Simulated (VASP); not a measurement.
# AgCl (Fm-3m) in VASP: a series of runs, part 3 of 3

VASP 6.6.1. The steps go on from the part before.

### 7 Relaxation of cell and atoms, PBEsol, target pressure 10 GPa, at which the enthalpy is minimised

Input file INCAR:

```
SYSTEM = AgCl
ALGO = Normal
EDIFF = 1E-7
EDIFFG = -0.002
ENCUT = 600
GGA = PS
IBRION = 2
ISIF = 3
ISMEAR = 0
LASPH = .True.
LCHARG = .False.
LREAL = .False.
LWAVE = .False.
NELM = 60
NSW = 100
PREC = Accurate
PSTRESS = 100.0
SIGMA = 0.01
```

Input file KPOINTS:

```
k-points
0
Gamma
  8 8 8
  0 0 0
```

Input file POSCAR:

```
AgCl
1.0
    2.7237514517      2.7237514517      0.0000000000
   -2.7237514517      2.7237514517      0.0000000000
    0.0000000000      2.7237514517      2.7237514517
Ag Cl
1 1
Direct
    0.0000000000      0.0000000000      0.0000000000
    0.5000000000      0.5000000000      0.0000000000
```

Potentials or basis: VASP PAW PBE potentials, release 64 (Ag, Cl).

Run with:

```
$ cat potpaw_PBE.64/Ag/POTCAR potpaw_PBE.64/Cl/POTCAR > POTCAR
$ mpirun -np 1 vasp_std > vasp.out
```

OUTCAR:

```text
SYSTEM = AgCl
   EDIFF = 1E-7
   EDIFFG = -0.002
   ENCUT = 600
   GGA = PS
   IBRION = 2
   ISIF = 3
   ISMEAR = 0
   LASPH = .True.
   LREAL = .False.
   NELM = 60
   NSW = 100
   PREC = Accurate
   PSTRESS = 100.0

 ion  position               nearest neighbor table
   1  0.000  0.000  0.000-   2 2.72   2 2.72   2 2.72   2 2.72   2 2.72   2 2.72
   2  0.500  0.500  0.000-   1 2.72   1 2.72   1 2.72   1 2.72   1 2.72   1 2.72

  LATTYP: Found a face centered cubic cell.
 ALAT       =     5.4475029034

  Lattice vectors:

 A1 = (   0.0000000000,   2.7237514517,   2.7237514517)
 A2 = (   2.7237514517,   0.0000000000,   2.7237514517)
 A3 = (   2.7237514517,   2.7237514517,   0.0000000000)

Analysis of symmetry for initial positions (statically):
=====================================================================
 Subroutine PRICEL returns:
 Original cell was already a primitive cell.

 Routine SETGRP: Setting up the symmetry group for a
 face centered cubic supercell.

 Subroutine GETGRP returns: Found 48 space group operations
 (whereof 48 operations were pure point group operations)
 out of a pool of 48 trial point group operations.

The static configuration has the point symmetry O_h .

Analysis of symmetry for dynamics (positions and initial velocities):
=====================================================================
 Subroutine PRICEL returns:
[... 347 lines left out ...]

 number of electron      17.9999998 magnetization

 Free energy of the ion-electron system (eV)
  ---------------------------------------------------
  ext. energy  EPLUGINS =         0.00000000
  ---------------------------------------------------
  free energy    TOTEN  =        -5.93089239 eV

  energy without entropy =       -5.93089239  energy(sigma->0) =       -5.93089239

 E-fermi :   6.2965     XC(G=0): -11.1843

 val. band max:        6.2496438886   @ k =   0.5000   0.0000   0.0000
 cond. band min:       7.0156606864   @ k =   0.0000   0.0000   0.0000
 fundamental gap:      0.7660167978
 Fermi energy:         6.2964758276

 k-point     1 :       0.0000    0.0000    0.0000
  band No.  band energies     occupation
      1     -10.2667      2.00000
      2       2.8710      2.00000
      3       2.8710      2.00000
      4       2.8710      2.00000
      5       2.9260      2.00000
      6       2.9260      2.00000
      7       3.1172      2.00000
      8       3.1172      2.00000
      9       3.1172      2.00000
     10       7.0157      0.00000
     11      16.9144      0.00000
     12      16.9144      0.00000
     13      16.9144      0.00000
[... 354 lines left out ...]
  band No.  band energies     occupation
      1      -9.4826      2.00000
      2      -0.2201      2.00000
      3       0.7562      2.00000
      4       0.8559      2.00000
      5       3.3578      2.00000
      6       3.4522      2.00000
      7       3.7959      2.00000
      8       4.9167      2.00000
      9       5.5163      2.00000
     10      11.3746      0.00000
     11      11.4688      0.00000
     12      14.3403      0.00000
     13      14.5975      0.00000

 [... further k-points ...]

------------------------ aborting loop because EDIFF is reached ----------------------------------------

  FORCE on cell =-STRESS in cart. coord.  units (eV):
  Direction    XX          YY          ZZ          XY          YZ          ZX
  --------------------------------------------------------------------------------------
  -------------------------------------------------------------------------------------
  Total        2.2198427      2.2198427      2.2198427     -0.0000000     -0.0000000      0.0000000
  in kB       99.9062871     99.9062871     99.9062871     -0.0000000     -0.0000000      0.0000000
  external PRESSURE =      -0.0937129 kB  Pullay stress =     100.0000000 kB
[... 21 lines left out ...]
  energy  without entropy=       -5.9308923897  energy(sigma->0) =       -5.93089239

  enthalpy is  TOTEN    =        -3.7089674214 eV   P V=        2.2219249682

 reached required accuracy - stopping structural energy minimisation
```

OSZICAR:

```text
N       E                     dE             d eps       ncg     rms          rms(c)
DAV:   1     0.111907744709E+03    0.11191E+03   -0.96321E+03   762   0.141E+03
DAV:   2    -0.149546584720E+01   -0.11340E+03   -0.10588E+03   859   0.272E+02
DAV:   3    -0.618174193343E+01   -0.46863E+01   -0.46673E+01   899   0.595E+01
[... 53 lines left out ...]
DAV:   2    -0.593090400819E+01    0.18358E-03   -0.50022E-04   754   0.288E-01    0.348E-02
DAV:   3    -0.593089160235E+01    0.12406E-04   -0.35177E-05   774   0.492E-02    0.223E-02
DAV:   4    -0.593089171230E+01   -0.10995E-06   -0.18717E-06   817   0.123E-02    0.803E-03
DAV:   5    -0.593089235485E+01   -0.64255E-06   -0.31740E-07   824   0.970E-03    0.129E-03
DAV:   6    -0.593089238967E+01   -0.34821E-07   -0.13335E-07   377   0.512E-03
   6 F= -.37089674E+01 E0= -.37089674E+01  d E =-.562424E-04
```

CONTCAR:

```text
AgCl
   1.00000000000000
     2.6109786783670121    2.6109786783670121    0.0000000000000000
    -2.6109786783670121    2.6109786783670121    0.0000000000000000
     0.0000000000000000    2.6109786783670121    2.6109786783670121
  Ag              Cl
     1     1
Direct
     0.0000000000000000    0.0000000000000000    0.0000000000000000
     0.5000000000000000    0.5000000000000000    0.0000000000000000

  0.00000000E+00  0.00000000E+00  0.00000000E+00
  0.00000000E+00  0.00000000E+00  0.00000000E+00
```

It took 84 s on 1 thread of Intel Xeon 8259CL, shared host; peak memory 0.19 GiB.

Results:

```yaml
Free_energy: -5.9309 eV
Relaxed_volume: 17.80 Å³/atom
Relaxed_cell: a = 3.692 Å, b = 3.692 Å, c = 3.692 Å, α = 60.00°, β = 60.00°, γ = 90.00°
Space_group_after_relaxing_to_0.1_Å: Fm-3m (No. 225)
Energy_change_on_relaxing_the_run_minimises_the_enthalpy: +65.2 meV/atom
Ionic_steps: 6
Pressure_after_relaxing: 10.0 GPa
Band_gap_on_the_k_mesh: 0.77 eV (least direct gap 3.47 eV)
```

The path:
```
step  energy change (eV)  largest force (eV/Å)  pressure (GPa)  volume (Å³)
   1              0.0000                0.0000           -0.07        40.41
   2              0.3144                0.0000           17.66        33.43
   3              0.1297                0.0000            9.96        35.61
   4              0.1355                0.0000           10.22        35.52
   5              0.1281                0.0000            9.88        35.64
   6              0.1305                0.0000            9.99        35.60
```

Final structure:
```
Ag Cl
1.0
     2.61098    2.61098    0.00000
    -2.61098    2.61098    0.00000
     0.00000    2.61098    2.61098
Ag Cl
1 1
Direct
  0.00000 0.00000 0.00000
  0.50000 0.50000 0.00000
```

Levels at points of the mesh, in eV from the valence-band top:
| k point | band 6 | band 7 | band 8 | band 9 | band 10 | band 11 | band 12 | band 13 |
| --- | --- | --- | --- | --- | --- | --- | --- | --- |
| (0.00, 0.00, 0.00) | -3.32 | -3.13 | -3.13 | -3.13 | 0.77 | 10.66 | 10.66 | 10.66 |
| (0.50, 0.00, 0.00) | -2.79 | -2.36 | 0.00 | 0.00 | 3.47 | 7.11 | 7.11 | 7.53 |
| (0.50, 0.50, 0.00) | -3.03 | -2.61 | -2.61 | -2.35 | 1.88 | 7.60 | 9.09 | 12.33 |

Caveat: the cell is relaxed towards a set pressure, so the run minimises the enthalpy, not the energy; semilocal functionals underestimate gaps, and a narrow one can read as zero; the PAW data sets were made with another functional, which shifts forces and pressure a little. A k mesh can miss the band edges.

### 8 Summary

```tsv
task	cell	k mesh	cutoff (eV)	smearing	gap on the mesh (eV)	pressure (GPa)
single point	a = 3.852 Å, angles 60.0, 60.0, 90.0°, 2 atoms	12 × 12 × 12	520	fermi-dirac 0.1 eV	0.72	-0.1
relaxation of cell and atoms	relaxed to -2 GPa from a = 3.852 Å, angles 60.0, 60.0, 90.0°, 2 atoms	8 × 8 × 8	600	gaussian 0.01 eV	0.73	-2.0
relaxation of cell and atoms	relaxed to 2 GPa from a = 3.852 Å, angles 60.0, 60.0, 90.0°, 2 atoms	8 × 8 × 8	600	gaussian 0.01 eV	0.72	2.0
relaxation of cell and atoms	relaxed to 4 GPa from a = 3.852 Å, angles 60.0, 60.0, 90.0°, 2 atoms	8 × 8 × 8	600	gaussian 0.01 eV	0.73	4.0
relaxation of cell and atoms	relaxed to 7 GPa from a = 3.852 Å, angles 60.0, 60.0, 90.0°, 2 atoms	8 × 8 × 8	600	gaussian 0.01 eV	0.75	7.0
relaxation of cell and atoms	relaxed to 10 GPa from a = 3.852 Å, angles 60.0, 60.0, 90.0°, 2 atoms	8 × 8 × 8	600	gaussian 0.01 eV	0.77	10.0
```

Alike in all rows: level PBEsol; potentials or basis VASP PAW PBE potentials, release 64 (Ag, Cl); no spin polarisation.

Caveats: semilocal functionals underestimate gaps, and a narrow one can read as zero; the PAW data sets were made with another functional, which shifts forces and pressure a little; the cell is relaxed towards a set pressure, so the run minimises the enthalpy, not the energy (at least some runs).

Total energies depend on the potentials used, so only differences within one code and one set of settings carry meaning.
